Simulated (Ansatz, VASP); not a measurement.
MgH2: VASP beside Ansatz

```xyz
6
Lattice="4.3933 0.0000 0.0000 0.0000 4.3933 0.0000 0.0000 0.0000 2.9353" Properties=species:S:1:pos:R:3 pbc="T T T"
Mg    0.0000    0.0000    0.0000
Mg    2.1967    2.1967    1.4677
H     1.3386    1.3386    0.0000
H     0.8581    3.5352    1.4677
H     3.5352    0.8581    1.4677
H     3.0548    3.0548    0.0000
```

Alike in both runs: task single point; functional r2SCAN; k mesh 6 × 6 × 8; no spin polarisation.

```csv
,VASP,Ansatz
version,VASP 6.6.1,Ansatz 0.2.0
potentials or method,"VASP PAW PBE potentials, release 64 (Mg, H)","plane waves, PAW"
plane-wave cutoff (eV),520,500
occupations,"gaussian, width 0.01 eV",fixed
valence electrons in the cell,8,24
```

```tsv
	VASP	Ansatz	Ansatz less VASP
gap on the k mesh at the Fermi level (eV)	4.59	4.61	+0.015
pressure (GPa)	3.3	3.7	+0.44
traceless stress, the component that is largest in VASP (GPa)	0.81	0.89	+0.076
rms of the force components (eV/Å)	0.011	0.012	+0.0010
```

VASP's potentials were made for PBE, not for r2SCAN. Atom by atom the forces differ by 0.001 eV/Å (rms over components). VASP's potentials hold 8 valence electrons a cell and Ansatz's 24, so a difference there can come from the potentials and not from the codes.
